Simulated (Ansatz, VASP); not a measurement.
# Two plane-wave programs on Zn5O2

File INCAR:

```
SYSTEM = Zn5O2
PREC = Accurate
ENCUT = 600
EDIFF = 1E-7
ISMEAR = 0
SIGMA = 0.2
LREAL = .FALSE.
LASPH = .TRUE.
NELM = 120
ALGO = Normal
ISIF = 3
LWAVE = .FALSE.
LCHARG = .FALSE.
GGA = PE
IBRION = 2
NSW = 36
EDIFFG = -0.08
GGA_COMPAT = .FALSE.
NELMIN = 4
```

The input KPOINTS:

```
regular mesh
0
G
  5 5 5
  0 0 0
```

The input POSCAR:

```
Zn5O2
1.0
   -2.1205241300      2.1205241300      5.0087879400
    2.1205241300     -2.1205241300      5.0087879400
    2.1205241300      2.1205241300     -5.0087879400
Zn O
5 2
Direct
    0.6937108200      0.6937108200      0.0000000000
    0.3062891800      0.3062891800      0.0000000000
    0.5000000000      0.0000000000      0.5000000000
    0.0000000000      0.5000000000      0.5000000000
    0.5000000000      0.5000000000      0.0000000000
    0.7500000000      0.2500000000      0.5000000000
    0.2500000000      0.7500000000      0.5000000000
```

Input for Ansatz:

```yaml
crystal:
  lattice:
    - [-2.12052413, 2.12052413, 5.00878794]
    - [2.12052413, -2.12052413, 5.00878794]
    - [2.12052413, 2.12052413, -5.00878794]
  atoms:
    - { symbol: Zn, position: [0.69371082, 0.69371082, 0.0] }
    - { symbol: Zn, position: [0.30628918, 0.30628918, 0.0] }
    - { symbol: Zn, position: [0.5, 0.0, 0.5] }
    - { symbol: Zn, position: [0.0, 0.5, 0.5] }
    - { symbol: Zn, position: [0.5, 0.5, 0.0] }
    - { symbol: O, position: [0.75, 0.25, 0.5] }
    - { symbol: O, position: [0.25, 0.75, 0.5] }
basis:
  ecutwfc: 420
kpoints:
  mp_grid: { grid: [5, 5, 5] }
hamiltonian:
  xc: pbe
scf:
  occupations: { method: gaussian, width: 0.2 }
  lower_state_search: "off"
output:
  forces: true
  stress: true
  eigenvalues: true
relax:
  adjacent_minimum: "off"
  f_tol: 0.08
  max_steps: 16
  cell: { stress_tol: 0.8 }
```

Alike in both runs: task relaxation of cell and atoms; functional PBE; k mesh 5 × 5 × 5; occupations gaussian, width 0.2 eV; no spin polarisation.

|  | VASP | Ansatz |
| --- | --- | --- |
| version | VASP 6.6.1 | Ansatz 0.2.0 |
| potentials or method | VASP PAW PBE potentials, release 64 (Zn, O), cutoff 600 eV | scalar-relativistic, plane waves, PAW |
| valence electrons in the cell | 72 | 72 |

```csv
,VASP,Ansatz,Ansatz less VASP
"gap on the k mesh at the Fermi level, each at its own relaxed structure (eV)",none,none,-
relaxed volume (Å³/atom),15.10,15.02,-0.082
relaxed cell length with the largest relative difference (Å),6.262,6.242,-0.0202
```

A gap of «none» marks a metal or a gap that the smearing closes.

The k mesh is coarse, so the values compare programs but aren't converged. Noted on VASP's run: the volume moved by over 15 % at a fixed basis, so the end points are rough.
